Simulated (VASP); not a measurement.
# Si2Ni (Fm-3m) in VASP: further runs, part 2 of 3

VASP 6.6.1. The steps go on from the part before.

## Step 3: Single point, LDA, collinear spin, ferromagnetic start

This run uses another cell than the first one, of 13.43 Å³/atom.

File INCAR:

```
SYSTEM = Si2Ni
PREC     = Accurate       ! precision mode
ENCUT    = 600            ! plane-wave cutoff, eV
EDIFF    = 1E-6           ! SCF threshold, eV
ISMEAR   = -1             ! smearing method
SIGMA    = 0.05           ! smearing width, eV
LREAL    = .FALSE.        ! projectors in reciprocal space
LASPH    = .TRUE.         ! aspherical terms in the spheres
NELM     = 200            ! most SCF steps
ALGO     = Normal         ! electronic algorithm
ISIF     = 2              ! what is computed and relaxed
LWAVE    = .FALSE.        ! write WAVECAR
LCHARG   = .FALSE.        ! write CHGCAR
ISPIN    = 2              ! spin polarisation
MAGMOM   = 1 0 0          ! initial moments
LORBIT   = 11             ! projections on sites
LMAXMIX  = 4              ! l up to which the mixer works
GGA      = CA             ! functional
NBANDS   = 20             ! bands
GGA_COMPAT= .FALSE.
```

File KPOINTS:

```
regular mesh
0
G
  9 9 9
  0 0 0
```

File POSCAR:

```
Si2Ni
1.0
    0.0000000000      2.7209011839      2.7209011839
    2.7209011839      0.0000000000      2.7209011839
    2.7209011839      2.7209011839      0.0000000000
Ni Si
1 2
Direct
    0.0000000000      0.0000000000      0.0000000000
    0.7500000000      0.7500000000      0.7500000000
    0.2500000000      0.2500000000      0.2500000000
```

Potentials or basis: VASP PAW LDA potentials, release 64 (Ni, Si).

On the command line:

```bash
$ cat potpaw_LDA.64/Ni/POTCAR potpaw_LDA.64/Si/POTCAR > POTCAR
$ mpirun -np 1 vasp_std > vasp.out
```

OUTCAR:

```text
SYSTEM = Si2Ni
   PREC = Accurate
   ENCUT = 600
   EDIFF = 1E-6
   ISMEAR = -1
   LREAL = .FALSE.
   LASPH = .TRUE.
   NELM = 200
   ISIF = 2
   ISPIN = 2
   LORBIT = 11
   GGA = CA

 ion  position               nearest neighbor table
   1  0.000  0.000  0.000-   2 2.36   2 2.36   2 2.36   3 2.36   3 2.36   3 2.36   3 2.36   2 2.36

   2  0.750  0.750  0.750-   1 2.36   1 2.36   1 2.36   1 2.36   3 2.72   3 2.72   3 2.72   3 2.72
                             3 2.72   3 2.72
   3  0.250  0.250  0.250-   1 2.36   1 2.36   1 2.36   1 2.36   2 2.72   2 2.72   2 2.72   2 2.72
                             2 2.72   2 2.72

  LATTYP: Found a face centered cubic cell.
 ALAT       =     5.4418023678

  Lattice vectors:

 A1 = (   0.0000000000,   2.7209011839,   2.7209011839)
 A2 = (   2.7209011839,   0.0000000000,   2.7209011839)
 A3 = (   2.7209011839,   2.7209011839,   0.0000000000)

Analysis of symmetry for initial positions (statically):
=====================================================================
 Subroutine PRICEL returns:
 Original cell was already a primitive cell.

 Routine SETGRP: Setting up the symmetry group for a
 face centered cubic supercell.

 Subroutine GETGRP returns: Found 48 space group operations
 (whereof 48 operations were pure point group operations)
 out of a pool of 48 trial point group operations.

The static configuration has the point symmetry O_h .

Analysis of symmetry for dynamics (positions and initial velocities):
=====================================================================
 Subroutine PRICEL returns:
 Original cell was already a primitive cell.

 Routine SETGRP: Setting up the symmetry group for a
 face centered cubic supercell.

 Subroutine GETGRP returns: Found 48 space group operations
 (whereof 48 operations were pure point group operations)
 out of a pool of 48 trial point group operations.

The dynamic configuration has the point symmetry O_h .

Analysis of structural, dynamic, and magnetic symmetry:
=====================================================================
 Subroutine PRICEL returns:
 Original cell was already a primitive cell.

 Routine SETGRP: Setting up the symmetry group for a
 face centered cubic supercell.

 Subroutine GETGRP returns: Found 48 space group operations
 (whereof 48 operations were pure point group operations)
 out of a pool of 48 trial point group operations.

The overall configuration has the point symmetry O_h .

 Subroutine INISYM returns: Found 48 space group operations
 (whereof 48 operations are pure point group operations),
 and found     1 'primitive' translations

----------------------------------------------------------------------------------------

                                     Primitive cell

  volume of cell :      40.2873

  direct lattice vectors                    reciprocal lattice vectors
     0.000000000  2.720901184  2.720901184    -0.183762646  0.183762646  0.183762646
     2.720901184  0.000000000  2.720901184     0.183762646 -0.183762646  0.183762646
     2.720901184  2.720901184  0.000000000     0.183762646  0.183762646 -0.183762646

  length of vectors
     3.847935356  3.847935356  3.847935356     0.318286239  0.318286239  0.318286239

  position of ions in fractional coordinates (direct lattice)
     0.000000000  0.000000000  0.000000000
     0.750000000  0.750000000  0.750000000
     0.250000000  0.250000000  0.250000000
[... 76 lines left out ...]
   ENCUT  =  600.0 eV  44.10 Ry    6.64 a.u.   7.69  7.69  7.69*2*pi/ulx,y,z
   NELM   =    200;   NELMIN=  2; NELMDL= -5     # of ELM steps
   EDIFF  = 0.1E-05   stopping-criterion for ELM
   LREAL  =      F    real-space projection
   EDIFFG = 0.1E-04   stopping-criterion for IOM
   NSW    =      0    number of steps for IOM
   IBRION =     -1    ionic relax: 0-MD 1-quasi-New 2-CG
   NFREE  =      0    steps in history (QN), initial steepest desc. (CG)
   ISIF   =      2    stress and relaxation
   ISYM   =      2    0-nonsym 1-usesym 2-fastsym
   POTIM  = 0.5000    time-step for ionic-motion
   TEBEG  =    0.0;   TEEND  =   0.0 temperature during run
   PSTRESS=    0.0 pullay stress
   NELECT =      18.0000    total number of electrons
   NUPDOWN=      -1.0000    fix difference up-down
   EMIN   =  10.00;   EMAX   =-10.00  energy-range for DOS
   EFERMI =   0.00;   METHOD = LEGACY
   ISMEAR =    -1;   SIGMA  =   0.05  broadening in eV -4-tet -1-fermi 0-gaus
   EFERMI_NEDOS =   21; number of points for ismear=-14 and -15
   IALGO  =     38    algorithm
   IMIX   =      4    mixing-type and parameters
     AMIX     =   0.40;   BMIX     =  1.00
     AMIX_MAG =   1.60;   BMIX_MAG =  1.00
  volume/ion in A,a.u.               =      13.43        90.62
  Fermi-wavevector in a.u.,A,eV,Ry     =   1.251535  2.365058 21.311338  1.566339
  Thomas-Fermi vector in A             =   2.385478
   LORBIT       =     11    0 simple, 1 ext, 2 COOP (PROOUT), +10 PAW based schemes
   GGA     = CA    functional components
   LHFCALC =     F    Hartree Fock is set to
   AEXX    =    0.0000 exact exchange contribution
   IVDW    =     0    specifies the selected vdW correction
   LEPSILON=     F    determine dielectric tensor
   LRPA    =     F    only Hartree local field effects (RPA)
 spin polarized calculation
  energy-cutoff  :      600.00
  volume of cell :       40.29
 maximum number of plane-waves:      1363
   NGX = 15   NGY = 15   NGZ = 15

 number of electron      17.9999999 magnetization       0.0026022

 number of electron      17.9999999 magnetization      -0.0000634

 Free energy of the ion-electron system (eV)
  ---------------------------------------------------
  ext. energy  EPLUGINS =         0.00000000
  ---------------------------------------------------
  free energy    TOTEN  =       -19.86034509 eV

  energy without entropy =      -19.85444575  energy(sigma->0) =      -19.85739542

 E-fermi :  10.0414     XC(G=0): -11.6671

 val. band max:        9.9460303703   @ k =   0.3333   0.2222   0.0000
 cond. band min:      10.1272239597   @ k =  -0.4444   0.4444   0.1111
 fundamental gap:      0.1811935895
 Fermi energy:        10.0413965421

 spin component 1

 k-point     1 :       0.0000    0.0000    0.0000
  band No.  band energies     occupation
      1      -3.5588      1.00000
      2       4.9599      1.00000
      3       4.9599      1.00000
      4       4.9599      1.00000
      5       6.6367      1.00000
      6       6.6367      1.00000
[... 541 lines left out ...]
     19      23.7159      0.00000
     20      23.7159      0.00000

 [... further k-points ...]

 spin component 2

 k-point     1 :       0.0000    0.0000    0.0000
  band No.  band energies     occupation
      1      -3.5587      1.00000
      2       4.9600      1.00000
      3       4.9600      1.00000
      4       4.9600      1.00000
      5       6.6370      1.00000
      6       6.6370      1.00000
[... 541 lines left out ...]
     19      23.7160      0.00000
     20      23.7160      0.00000

 [... further k-points ...]

------------------------ aborting loop because EDIFF is reached ----------------------------------------

  FORCE on cell =-STRESS in cart. coord.  units (eV):
  Direction    XX          YY          ZZ          XY          YZ          ZX
  --------------------------------------------------------------------------------------
  -------------------------------------------------------------------------------------
  Total       -1.7301674     -1.7301674     -1.7301674      0.0000000      0.0000000      0.0000000
  in kB      -68.8066479    -68.8066479    -68.8066479      0.0000000      0.0000000      0.0000000
  external PRESSURE =     -68.8066479 kB  Pullay stress =       0.0000000 kB

 VOLUME and BASIS-vectors are now :
 -----------------------------------------------------------------------------
  energy-cutoff  :      600.00
  volume of cell :       40.29
      direct lattice vectors                 reciprocal lattice vectors
     0.000000000  2.720901184  2.720901184    -0.183762646  0.183762646  0.183762646
     2.720901184  0.000000000  2.720901184     0.183762646 -0.183762646  0.183762646
     2.720901184  2.720901184  0.000000000     0.183762646  0.183762646 -0.183762646

 POSITION                                       TOTAL-FORCE (eV/Angst)
 -----------------------------------------------------------------------------------
      0.00000      0.00000      0.00000        -0.000000      0.000000     -0.000000
      4.08135      4.08135      4.08135         0.000000      0.000000      0.000000
      1.36045      1.36045      1.36045        -0.000000     -0.000000     -0.000000
 -----------------------------------------------------------------------------------
    total drift:                                0.000000     -0.000000      0.000000

  FREE ENERGIE OF THE ION-ELECTRON SYSTEM (eV)
  ---------------------------------------------------
  free  energy   TOTEN  =       -19.8603450859 eV

  energy  without entropy=      -19.8544457461  energy(sigma->0) =      -19.85739542

 total charge

# of ion       s       p       d       tot
------------------------------------------
    1        0.556   0.768   8.462   9.786
    2        0.757   0.833   0.000   1.590
    3        0.757   0.833   0.000   1.590
--------------------------------------------------
tot          2.070   2.434   8.462  12.967

 magnetization (x)

# of ion       s       p       d       tot
------------------------------------------
    1       -0.000   0.000   0.000   0.000
    2        0.000  -0.000   0.000  -0.000
    3        0.000  -0.000   0.000  -0.000
--------------------------------------------------
tot         -0.000   0.000   0.000   0.000
```

Wall time 1.7 min (1 thread of Intel Xeon Platinum 8259CL at 2.50GHz (Skylake/Cascade Lake), shared host); peak memory 0.19 GiB.

What came out:

- Free energy: -19.8603 eV
- Pressure: -6.9 GPa
- Band gap on the k mesh: zero (filled and empty bands overlap)
- Net moment: 0.00 μB per cell
- Valence electrons inside the program's atomic spheres: Ni 9.79; Si 1.59

Caveat: the cell stands under tension; the moments typed at the start vanished in this run.

(Part 2 of 3 ends here.)

The gap in the log of VASP goes by the Fermi energy; the results here count the filled bands.